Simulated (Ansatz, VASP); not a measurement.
Ag2O: VASP beside Ansatz

File INCAR:

```
SYSTEM = Ag2O
  PREC = Accurate
  ENCUT = 600
  EDIFF = 1E-6
  ISMEAR = 0
  SIGMA = 0.1
  LREAL = .False.
  LASPH = .True.
  NELM = 120
  ALGO = Normal
  ISIF = 2
  LWAVE = .False.
  LCHARG = .True.
  GGA = PE
  LELF = .True.
  LVHAR = .True.
  NBANDS = 37
  GGA_COMPAT = .False.
```

File KPOINTS:

```
regular mesh
0
Gamma
  8 8 8
  0 0 0
```

The input POSCAR:

```
Ag2O
1.0
    4.9063591801      0.0000000000      0.0000000000
    0.0000000000      4.9063591801      0.0000000000
    0.0000000000      0.0000000000      4.9063591801
Ag O
4 2
Direct
    0.2500000000      0.2500000000      0.2500000000
    0.2500000000      0.7500000000      0.7500000000
    0.7500000000      0.7500000000      0.2500000000
    0.7500000000      0.2500000000      0.7500000000
    0.0000000000      0.0000000000      0.0000000000
    0.5000000000      0.5000000000      0.5000000000
```

Input for Ansatz:

```yaml
crystal:
  lattice:
    - [4.9063591801, 0.0, 0.0]
    - [0.0, 4.9063591801, 0.0]
    - [0.0, 0.0, 4.9063591801]
  atoms:
    - { symbol: Ag, position: [0.25, 0.25, 0.25] }
    - { symbol: Ag, position: [0.25, 0.75, 0.75] }
    - { symbol: Ag, position: [0.75, 0.75, 0.25] }
    - { symbol: Ag, position: [0.75, 0.25, 0.75] }
    - { symbol: O, position: [0.0, 0.0, 0.0] }
    - { symbol: O, position: [0.5, 0.5, 0.5] }
basis:
  ecutwfc: 420
kpoints:
  mp_grid: { grid: [8, 8, 8] }
hamiltonian:
  xc: pbe
scf:
  occupations: { method: gaussian, width: 0.1 }
output:
  forces: true
  stress: true
  eigenvalues: true
```

Alike in both runs: task single point; functional PBE; k mesh 8 × 8 × 8; occupations gaussian, width 0.1 eV; no spin polarisation.

|  | VASP | Ansatz |
| --- | --- | --- |
| version | VASP 6.6.1 | Ansatz 0.2.0 |
| potentials or method | VASP PAW PBE potentials, release 64 (Ag, O), cutoff 600 eV | scalar-relativistic, plane waves, PAW |
| valence electrons in the cell | 56 | 88 |

Ansatz gave:

* gap on the k mesh at the Fermi level (eV): none
* pressure (GPa): -3.5

Problem. Estimate VASP's values.

Solution. gap on the k mesh at the Fermi level (eV): none; pressure (GPa): -3.6.

A gap of «none» marks a metal or a gap that the smearing closes. VASP's potentials hold 56 valence electrons a cell and Ansatz's 88, so a difference there can come from the potentials and not from the codes.
